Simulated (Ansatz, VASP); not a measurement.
**KZnF3 in VASP and in Ansatz**

INCAR

```
SYSTEM = KZnF3
PREC = Accurate ; ENCUT = 520
EDIFF = 1E-7 ; ISMEAR = 0
SIGMA = 0.05 ; LREAL = .FALSE.
LASPH = .TRUE. ; NELM = 80
ALGO = Normal ; ISIF = 2
LWAVE = .FALSE. ; LCHARG = .FALSE.
GGA = PE ; NBANDS = 29
```

Contents of KPOINTS:

```
regular mesh
0
G
  6 6 6
  0 0 0
```

The input POSCAR:

```
KZnF3
1.0
    4.0500000000      0.0000000000      0.0000000000
    0.0000000000      4.0500000000      0.0000000000
    0.0000000000      0.0000000000      4.0500000000
K Zn F
1 1 3
Direct
    0.0000000000      0.0000000000      0.0000000000
    0.5000000000      0.5000000000      0.5000000000
    0.5000000000      0.5000000000     -0.0740740741
    0.0000000000      0.5000000000      0.5000000000
    0.5000000000      0.0000000000      0.5000000000
```

Input for Ansatz:

```yaml
crystal:
  lattice:
    - [4.05, 0.0, 0.0]
    - [0.0, 4.05, 0.0]
    - [0.0, 0.0, 4.05]
  atoms:
    - { symbol: K, position: [0.0, 0.0, 0.0] }
    - { symbol: Zn, position: [0.5, 0.5, 0.5] }
    - { symbol: F, position: [0.5, 0.5, -0.0740740741] }
    - { symbol: F, position: [0.0, 0.5, 0.5] }
    - { symbol: F, position: [0.5, 0.0, 0.5] }
basis:
  ecutwfc: 420
kpoints:
  mp_grid: { grid: [6, 6, 6] }
hamiltonian:
  xc: pbe
scf:
  occupations: { method: gaussian, width: 0.05 }
output:
  forces: true
  stress: true
  eigenvalues: true
```

Alike in both runs: task single point; functional PBE; k mesh 6 × 6 × 6; occupations gaussian, width 0.05 eV; no spin polarisation.

|  | VASP | Ansatz |
| --- | --- | --- |
| version | VASP 6.6.1 | Ansatz 0.2.0 |
| potentials or method | VASP PAW PBE potentials, release 64 (K_sv, Zn, F), cutoff 520 eV | scalar-relativistic, plane waves, PAW |
| valence electrons in the cell | 42 | 42 |

|  | VASP | Ansatz | Ansatz less VASP |
| --- | --- | --- | --- |
| gap on the k mesh at the Fermi level (eV) | 3.50 | 3.58 | +0.076 |
| least direct gap on the mesh (eV) | 5.38 | 5.45 | +0.064 |
| pressure (GPa) | 10.7 | 10.2 | -0.50 |
| traceless stress, the component that is largest in VASP (GPa) | 8.81 | 8.46 | -0.346 |
| rms of the force components (eV/Å) | 1.760 | 1.670 | -0.0908 |

Atom by atom the forces differ by 0.092 eV/Å (rms over components).
